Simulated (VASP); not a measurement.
# SrO (Fm-3m) in VASP: notebook

Aim: see how the results for SrO move with the level of theory and the settings. Levels: r2SCAN, PBE. Tasks: single point, relaxation of cell and atoms.

Program: VASP 6.6.1. These are calculated values, not measurements. Logs are shortened: lines on timing, memory, paths and dates and some standing lists are left out, and cuts for length are marked.

## 1. The cell of the first run

Symmetry: Fm-3m, No. 225, cubic system. Conventional cell: a = 5.341 Å, b = 5.341 Å, c = 5.341 Å, α = 90.00°, β = 90.00°, γ = 90.00°. Sr (site symmetry m-3m) has 6 O at 2.67 Å within 3.5 Å. O (site symmetry m-3m) has 6 Sr at 2.67 Å within 3.5 Å.

## 2. Single point, r2SCAN (functional r2SCAN, strained)

File POSCAR:

```
SrO
1.0
    0.0000000000      2.6706646500      2.6706646500
    2.6706646500      0.0000000000      2.6706646500
    2.6706646500      2.6706646500      0.0000000000
Sr O
1 1
Direct
    0.0000000000      0.0000000000      0.0000000000
    0.5000000000      0.5000000000      0.5000000000
```

File INCAR.step1:

```
ALGO = Normal
EDIFF = 1E-4
ENCUT = 520
GGA = PE
ISMEAR = 0
LASPH = True
LCHARG = False
LREAL = False
LWAVE = True
NBANDS = 15
NELM = 60
PREC = Accurate
SIGMA = 0.02
```

File INCAR.step2:

```
ALGO = Normal
EDIFF = 1E-6
ENCUT = 520
ISIF = 2
ISMEAR = 0
ISTART = 1
LASPH = True
LCHARG = False
LMIXTAU = True
LREAL = False
LWAVE = False
METAGGA = R2SCAN
NBANDS = 15
NELM = 60
PREC = Accurate
SIGMA = 0.02
```

File KPOINTS:

```
k-points
0
Gamma
  8 8 8
```

Potentials or basis: VASP PAW PBE potentials, release 64 (Sr_sv, O).

Started as:

```console
> cat potpaw_PBE.64/Sr_sv/POTCAR potpaw_PBE.64/O/POTCAR > POTCAR
> cp INCAR.step1 INCAR
> mpirun -np 1 vasp_std > vasp.out
> cp INCAR.step2 INCAR
> mpirun -np 1 vasp_std > vasp.out
```

OUTCAR:

```text
EDIFF = 1E-6
   ENCUT = 520
   ISIF = 2
   ISMEAR = 0
   ISTART = 1
   LASPH = True
   LREAL = False
   METAGGA = R2SCAN
   NELM = 60
   PREC = Accurate

 ion  position               nearest neighbor table
   1  0.000  0.000  0.000-   2 2.67   2 2.67   2 2.67   2 2.67   2 2.67   2 2.67
   2  0.500  0.500  0.500-   1 2.67   1 2.67   1 2.67   1 2.67   1 2.67   1 2.67

  LATTYP: Found a face centered cubic cell.
 ALAT       =     5.3413293000

  Lattice vectors:

 A1 = (   0.0000000000,   2.6706646500,   2.6706646500)
 A2 = (   2.6706646500,   0.0000000000,   2.6706646500)
 A3 = (   2.6706646500,   2.6706646500,   0.0000000000)

Analysis of symmetry for initial positions (statically):
=====================================================================
 Subroutine PRICEL returns:
 Original cell was already a primitive cell.

 Routine SETGRP: Setting up the symmetry group for a
 face centered cubic supercell.

 Subroutine GETGRP returns: Found 48 space group operations
 (whereof 48 operations were pure point group operations)
 out of a pool of 48 trial point group operations.

The static configuration has the point symmetry O_h .

Analysis of symmetry for dynamics (positions and initial velocities):
=====================================================================
 Subroutine PRICEL returns:
 Original cell was already a primitive cell.

 Routine SETGRP: Setting up the symmetry group for a
 face centered cubic supercell.

 Subroutine GETGRP returns: Found 48 space group operations
 (whereof 48 operations were pure point group operations)
 out of a pool of 48 trial point group operations.

The dynamic configuration has the point symmetry O_h .

 Subroutine INISYM returns: Found 48 space group operations
 (whereof 48 operations are pure point group operations),
 and found     1 'primitive' translations

----------------------------------------------------------------------------------------

                                     Primitive cell

  volume of cell :      38.0968

  direct lattice vectors                    reciprocal lattice vectors
     0.000000000  2.670664650  2.670664650    -0.187219313  0.187219313  0.187219313
     2.670664650  0.000000000  2.670664650     0.187219313 -0.187219313  0.187219313
     2.670664650  2.670664650  0.000000000     0.187219313  0.187219313 -0.187219313

  length of vectors
     3.776890169  3.776890169  3.776890169     0.324273362  0.324273362  0.324273362

  position of ions in fractional coordinates (direct lattice)
     0.000000000  0.000000000  0.000000000
     0.500000000  0.500000000  0.500000000

  ion indices of the primitive-cell ions
   primitive index   ion index
                 1           1
                 2           2

----------------------------------------------------------------------------------------

 KPOINTS: k-points

Automatic generation of k-mesh.
 Grid dimensions read from file:
 generate k-points for:    8    8    8

 Generating k-lattice:

  Cartesian coordinates                     Fractional coordinates (reciprocal lattice)
    -0.023402414  0.023402414  0.023402414     0.125000000  0.000000000  0.000000000
     0.023402414 -0.023402414  0.023402414     0.000000000  0.125000000  0.000000000
     0.023402414  0.023402414 -0.023402414     0.000000000  0.000000000  0.125000000

  Length of vectors
     0.040534170  0.040534170  0.040534170

  Shift w.r.t. Gamma in fractional coordinates (k-lattice)
     0.000000000  0.000000000  0.000000000

 Subroutine IBZKPT returns following result:
 ===========================================

 Found     29 irreducible k-points:

 Following reciprocal coordinates:
            Coordinates               Weight
  0.000000  0.000000  0.000000      1.000000
  0.125000  0.000000  0.000000      8.000000
  0.250000  0.000000  0.000000      8.000000
  0.375000  0.000000  0.000000      8.000000
  0.500000  0.000000  0.000000      4.000000
  0.125000  0.125000  0.000000      6.000000
[... 16 lines left out ...]
  0.500000  0.250000  0.125000     48.000000
 -0.375000  0.250000  0.125000     24.000000
 [... further k-points ...]
   k-points           NKPTS =     29   k-points in BZ     NKDIM =     29   number of bands    NBANDS=     15
   number of dos      NEDOS =    301   number of ions     NIONS =      2
   total plane-waves  NPLWV =  21952
   dimension x,y,z NGX =    28 NGY =   28 NGZ =   28
   dimension x,y,z NGXF=    56 NGYF=   56 NGZF=   56
   ions per type =               1   1
   NGX,Y,Z   is equivalent  to a cutoff of  12.32, 12.32, 12.32 a.u.
   NGXF,Y,Z  is equivalent  to a cutoff of  24.65, 24.65, 24.65 a.u.
 SYSTEM =  unknown system
   PREC   = accura    normal or accurate (medium, high low for compatibility)
   ISTART =      1    job   : 0-new  1-cont  2-samecut
   ICHARG =      0    charge: 1-file 2-atom 10-const
   ISPIN  =      1    spin polarized calculation?
   LNONCOLLINEAR =      F non collinear calculations
   LSORBIT =      F    spin-orbit coupling
   LASPH  =      T    aspherical Exc in radial PAW
   ENCUT  =  520.0 eV  38.22 Ry    6.18 a.u.   7.02  7.02  7.02*2*pi/ulx,y,z
   NELM   =     60;   NELMIN=  2; NELMDL=  0     # of ELM steps
   EDIFF  = 0.1E-05   stopping-criterion for ELM
   LREAL  =      F    real-space projection
   EDIFFG = 0.1E-04   stopping-criterion for IOM
   NSW    =      0    number of steps for IOM
   IBRION =     -1    ionic relax: 0-MD 1-quasi-New 2-CG
   NFREE  =      0    steps in history (QN), initial steepest desc. (CG)
   ISIF   =      2    stress and relaxation
   ISYM   =      2    0-nonsym 1-usesym 2-fastsym
   POTIM  = 0.5000    time-step for ionic-motion
   TEBEG  =    0.0;   TEEND  =   0.0 temperature during run
   PSTRESS=    0.0 pullay stress
   NELECT =      16.0000    total number of electrons
   NUPDOWN=      -1.0000    fix difference up-down
   EMIN   =  10.00;   EMAX   =-10.00  energy-range for DOS
   EFERMI =   0.00;   METHOD = LEGACY
   ISMEAR =     0;   SIGMA  =   0.02  broadening in eV -4-tet -1-fermi 0-gaus
   EFERMI_NEDOS =   21; number of points for ismear=-14 and -15
   IALGO  =     38    algorithm
   IMIX   =      4    mixing-type and parameters
     AMIX     =   0.40;   BMIX     =  1.00
     AMIX_MAG =   1.60;   BMIX_MAG =  1.00
  volume/ion in A,a.u.               =      19.05       128.54
  Fermi-wavevector in a.u.,A,eV,Ry     =   1.225986  2.316777 20.450119  1.503041
  Thomas-Fermi vector in A             =   2.361003
   LORBIT       =      0    0 simple, 1 ext, 2 COOP (PROOUT), +10 PAW based schemes
   METAGGA = R2SCAN    functional components
   LHFCALC =     F    Hartree Fock is set to
   AEXX    =    0.0000 exact exchange contribution
   IVDW    =     0    specifies the selected vdW correction
   LEPSILON=     F    determine dielectric tensor
   LRPA    =     F    only Hartree local field effects (RPA)
 non-spin polarized calculation
 Gauss-broadening in eV      SIGMA  =   0.02
  energy-cutoff  :      520.00
  volume of cell :       38.10
 maximum number of plane-waves:      1036
   NGX = 13   NGY = 13   NGZ = 13

 number of electron      16.0000005 magnetization

 Free energy of the ion-electron system (eV)
  ---------------------------------------------------
  ext. energy  EPLUGINS =         0.00000000
  ---------------------------------------------------
  free energy    TOTEN  =       -26.96921235 eV

  energy without entropy =      -26.96921235  energy(sigma->0) =      -26.96921235

 E-fermi :   1.0578     XC(G=0): -10.0119

 val. band max:        0.8502273490   @ k =   0.0000   0.0000   0.0000
 cond. band min:       4.6210384439   @ k =   0.5000   0.5000   0.0000
 fundamental gap:      3.7708110949
 Fermi energy:         1.0578273413

 k-point     1 :       0.0000    0.0000    0.0000
  band No.  band energies     occupation
      1     -33.0668      2.00000
      2     -15.0386      2.00000
      3     -14.1852      2.00000
      4     -14.1852      2.00000
      5     -14.1852      2.00000
      6       0.8502      2.00000
      7       0.8502      2.00000
      8       0.8502      2.00000
      9       4.7088      0.00000
     10       7.3493      0.00000
     11       7.3493      0.00000
     12       7.3493      0.00000
     13       9.4225      0.00000
     14       9.4225      0.00000
     15      13.5479      0.00000

 k-point     2 :       0.1250    0.0000    0.0000
  band No.  band energies     occupation
      1     -33.0548      2.00000
      2     -15.3331      2.00000
      3     -14.1940      2.00000
      4     -14.1940      2.00000
      5     -13.9230      2.00000
      6       0.4534      2.00000
      7       0.6940      2.00000
      8       0.6940      2.00000
      9       5.3517      0.00000
     10       7.1927      0.00000
     11       7.6231      0.00000
     12       7.6231      0.00000
     13       9.7632      0.00000
     14       9.7632      0.00000
     15      14.4502      0.00000

 k-point     3 :       0.2500    0.0000    0.0000
  band No.  band energies     occupation
      1     -33.0256      2.00000
      2     -15.7862      2.00000
      3     -14.2149      2.00000
      4     -14.2149      2.00000
      5     -13.5470      2.00000
      6      -0.2741      2.00000
      7       0.3500      2.00000
      8       0.3500      2.00000
      9       6.7400      0.00000
     10       7.1328      0.00000
     11       8.3622      0.00000
     12       8.3622      0.00000
     13      10.6294      0.00000
     14      10.6294      0.00000
     15      16.1664      0.00000

 k-point     4 :       0.3750    0.0000    0.0000
  band No.  band energies     occupation
      1     -32.9962      2.00000
      2     -16.1213      2.00000
      3     -14.2356      2.00000
      4     -14.2356      2.00000
      5     -13.2891      2.00000
      6      -0.8485      2.00000
      7       0.0424      2.00000
      8       0.0424      2.00000
      9       7.2782      0.00000
     10       8.2955      0.00000
     11       9.2488      0.00000
     12       9.2488      0.00000
     13      11.7253      0.00000
     14      11.7253      0.00000
     15      15.7371      0.00000
[... 307 lines left out ...]
 k-point    22 :       0.3750    0.2500    0.1250
  band No.  band energies     occupation
      1     -33.0044      2.00000
      2     -15.7987      2.00000
      3     -14.3584      2.00000
      4     -14.2546      2.00000
      5     -13.5727      2.00000
      6      -0.4483      2.00000
      7       0.2723      2.00000
      8       0.5743      2.00000
      9       6.2452      0.00000
     10       7.2086      0.00000
     11       9.1418      0.00000
     12       9.4230      0.00000
     13      10.7815      0.00000
     14      11.4208      0.00000
     15      16.9189      0.00000

 k-point    23 :       0.5000    0.2500    0.1250
  band No.  band energies     occupation
      1     -32.9812      2.00000
      2     -15.9277      2.00000
      3     -14.4292      2.00000
      4     -14.3036      2.00000
      5     -13.5047      2.00000
      6      -0.5343      2.00000
      7       0.0661      2.00000
      8       0.3522      2.00000
      9       6.6626      0.00000
     10       7.9316      0.00000
     11       9.6476      0.00000
     12       9.8950      0.00000
     13      11.7123      0.00000
     14      12.5314      0.00000
     15      14.7680      0.00000

 k-point    24 :      -0.3750    0.2500    0.1250
  band No.  band energies     occupation
      1     -32.9715      2.00000
      2     -15.9784      2.00000
      3     -14.4445      2.00000
      4     -14.3393      2.00000
      5     -13.4779      2.00000
      6      -0.5612      2.00000
      7       0.1006      2.00000
      8       0.1299      2.00000
      9       7.3330      0.00000
     10       7.6654      0.00000
     11       9.9324      0.00000
     12      10.2601      0.00000
     13      12.1679      0.00000
     14      13.3504      0.00000
     15      13.8243      0.00000

 [... further k-points ...]
[... 5 lines left out ...]
  --------------------------------------------------------------------------------------
  -------------------------------------------------------------------------------------
  Total       -1.7545386     -1.7545386     -1.7545386      0.0000000      0.0000000      0.0000000
  in kB      -73.7879491    -73.7879491    -73.7879491      0.0000000      0.0000000      0.0000000
  external PRESSURE =     -73.7879491 kB  Pullay stress =       0.0000000 kB

 VOLUME and BASIS-vectors are now :
 -----------------------------------------------------------------------------
  energy-cutoff  :      520.00
  volume of cell :       38.10
      direct lattice vectors                 reciprocal lattice vectors
     0.000000000  2.670664650  2.670664650    -0.187219313  0.187219313  0.187219313
     2.670664650  0.000000000  2.670664650     0.187219313 -0.187219313  0.187219313
     2.670664650  2.670664650  0.000000000     0.187219313  0.187219313 -0.187219313

 POSITION                                       TOTAL-FORCE (eV/Angst)
 -----------------------------------------------------------------------------------
      0.00000      0.00000      0.00000        -0.000000     -0.000000     -0.000000
      2.67066      2.67066      2.67066         0.000000      0.000000      0.000000
 -----------------------------------------------------------------------------------
    total drift:                                0.000000      0.000000      0.000000

  FREE ENERGIE OF THE ION-ELECTRON SYSTEM (eV)
  ---------------------------------------------------
  free  energy   TOTEN  =       -26.9692123462 eV

  energy  without entropy=      -26.9692123462  energy(sigma->0) =      -26.96921235
```

It took 63 s on 1 thread of Intel Xeon Platinum 8375C at 2.90GHz (Ice Lake), shared host; peak memory 0.17 GiB.

What came out:

```
Free energy            : -26.9692 eV
Pressure               : -7.4 GPa
Band gap on the k mesh : 3.77 eV, indirect (least direct gap 3.86 eV)
```

Levels at points of the mesh, in eV from the valence-band top:
| k point | band 5 | band 6 | band 7 | band 8 | band 9 | band 10 | band 11 | band 12 |
| --- | --- | --- | --- | --- | --- | --- | --- | --- |
| (0.00, 0.00, 0.00) | -15.04 | 0.00 | 0.00 | 0.00 | 3.86 | 6.50 | 6.50 | 6.50 |
| (0.50, 0.00, 0.00) | -14.05 | -1.91 | -0.93 | -0.93 | 6.61 | 8.16 | 8.82 | 8.82 |
| (0.50, 0.50, 0.00) | -15.28 | -0.59 | -0.15 | -0.15 | 3.77 | 7.67 | 10.09 | 10.16 |

Caveat: the cell differs from its parent crystal (functional r2SCAN, strained); the PAW data sets were made with another functional, which shifts forces and pressure a little. A k mesh can miss the band edges.

## 3. Single point, PBE

This run uses another cell than the first one, of 17.52 Å³/atom, 0.920 times its volume.

File INCAR:

```
PREC = Accurate
ENCUT = 520
EDIFF = 1E-6
ISMEAR = 0
SIGMA = 0.02
LREAL = F
LASPH = T
NELM = 100
ALGO = Normal
ISIF = 2
LWAVE = F
LCHARG = F
GGA = PE
NBANDS = 15
```

File KPOINTS:

```
Automatic mesh
0
Gamma
  8 8 8
```

File POSCAR:

```
SrO
1.0
    0.0000000000      2.5973917583      2.5973917583
    2.5973917583      0.0000000000      2.5973917583
    2.5973917583      2.5973917583      0.0000000000
Sr O
1 1
Direct
    0.0000000000      0.0000000000      0.0000000000
    0.5000000000      0.5000000000      0.5000000000
```

Potentials or basis: VASP PAW PBE potentials, release 64 (Sr_sv, O).

Started as:

```console
> cat potpaw_PBE.64/Sr_sv/POTCAR potpaw_PBE.64/O/POTCAR > POTCAR
> mpirun -np 1 vasp_std > vasp.out
```

It took 13 s on 1 thread of Intel Xeon Platinum 8259CL at 2.50GHz (Skylake/Cascade Lake), shared host; peak memory 0.16 GiB.

Results (log left out):

```yaml
Free_energy: -12.0546 eV
Pressure: 0.5 GPa
Band_gap_on_the_k_mesh: 3.28 eV, indirect (least direct gap 3.39 eV)
```

Levels at points of the mesh, in eV from the valence-band top:
| k point | band 4 | band 5 | band 6 | band 7 | band 8 | band 9 | band 10 | band 11 | band 12 | band 13 |
| --- | --- | --- | --- | --- | --- | --- | --- | --- | --- | --- |
| (0.00, 0.00, 0.00) | -14.17 | -14.17 | 0.00 | 0.00 | 0.00 | 3.77 | 6.14 | 6.14 | 6.14 | 8.24 |
| (0.50, 0.00, 0.00) | -14.24 | -12.99 | -2.11 | -1.08 | -1.08 | 6.42 | 8.21 | 8.67 | 8.67 | 11.62 |
| (0.50, 0.50, 0.00) | -14.50 | -14.50 | -0.48 | -0.11 | -0.11 | 3.28 | 7.57 | 9.97 | 10.11 | 10.84 |

A k mesh can miss the band edges.

## 4. Relaxation of cell and atoms, PBE

This run uses another cell than the first one, of 16.97 Å³/atom, 0.891 times its volume.

File INCAR:

```
PREC = Accurate
ENCUT = 600
EDIFF = 1E-6
ISMEAR = 0
SIGMA = 0.02
LREAL = F
LASPH = T
NELM = 60
ALGO = Normal
ISIF = 3
LWAVE = F
LCHARG = F
GGA = PE
IBRION = 2
NSW = 100
EDIFFG = -0.005
```

File KPOINTS:

```
regular mesh
0
Gamma
  8 8 8
```

File POSCAR:

```
SrO
1.0
    0.0000000000      2.5698000000      2.5698000000
    2.5698000000      0.0000000000      2.5698000000
    2.5698000000      2.5698000000      0.0000000000
Sr O
1 1
Direct
    0.0000000000      0.0000000000      0.0000000000
    0.5000000000      0.5000000000      0.5000000000
```

Started as:

```console
> cat potpaw_PBE.64/Sr_sv/POTCAR potpaw_PBE.64/O/POTCAR > POTCAR
> mpirun -np 1 vasp_std > vasp.out
```

Wall time 44 s (1 thread of Intel Xeon Platinum 8259CL at 2.50GHz (Skylake/Cascade Lake), shared host); peak memory 0.18 GiB.

Results (log left out):

- Free energy: -12.0553 eV
- Relaxed volume: 17.62 Å³/atom
- Relaxed cell: a = 3.680 Å, b = 3.680 Å, c = 3.680 Å, α = 60.00°, β = 60.00°, γ = 60.00°
- Space group after relaxing (to 0.05 Å): Fm-3m (No. 225)
- Energy gained by relaxing: 6.6 meV/atom
- Ionic steps: 3
- Pressure after relaxing: 0.0 GPa
- Band gap on the k mesh: 3.28 eV, indirect (least direct gap 3.39 eV)

Step by step:
```csv
step,energy change (eV),largest force (eV/Å),pressure (GPa),volume (Å³)
1,0.0000,0.0000,3.42,33.94
2,-0.0113,0.0000,-1.19,35.75
3,-0.0133,0.0000,0.01,35.23
```

Final structure:
```
Sr O
1.0
     0.00000    2.60194    2.60194
     2.60194    0.00000    2.60194
     2.60194    2.60194    0.00000
Sr O
1 1
Direct
  0.00000 0.00000 0.00000
  0.50000 0.50000 0.50000
```

Levels at points of the mesh, in eV from the valence-band top:
```csv
k point,band 4,band 5,band 6,band 7,band 8,band 9,band 10,band 11,band 12
"(0.00, 0.00, 0.00)",-14.19,-14.19,0.00,0.00,0.00,3.73,6.13,6.13,6.13
"(0.50, 0.00, 0.00)",-14.27,-13.01,-2.10,-1.07,-1.07,6.40,8.17,8.64,8.64
"(0.50, 0.50, 0.00)",-14.52,-14.52,-0.49,-0.11,-0.11,3.28,7.54,9.94,10.06
```

## 5. Overview

```tsv
task	level	cell	cutoff (eV)	gap on the mesh (eV)	pressure (GPa)
single point	r2SCAN	a = 3.777 Å, angles 60.0°, 2 atoms	520	3.77	-7.4
single point	PBE	a = 3.673 Å, angles 60.0°, 2 atoms	520	3.28	0.5
relaxation of cell and atoms	PBE	relaxed from a = 3.634 Å, angles 60.0°, 2 atoms	600	3.28	0.0
```

Alike in all rows: potentials or basis VASP PAW PBE potentials, release 64 (Sr_sv, O); no spin polarisation; k mesh 8 × 8 × 8; smearing gaussian 0.02 eV.

Caveats: the PAW data sets were made with another functional, which shifts forces and pressure a little (some runs).

Absolute energies hang on the potentials; compare differences alone.
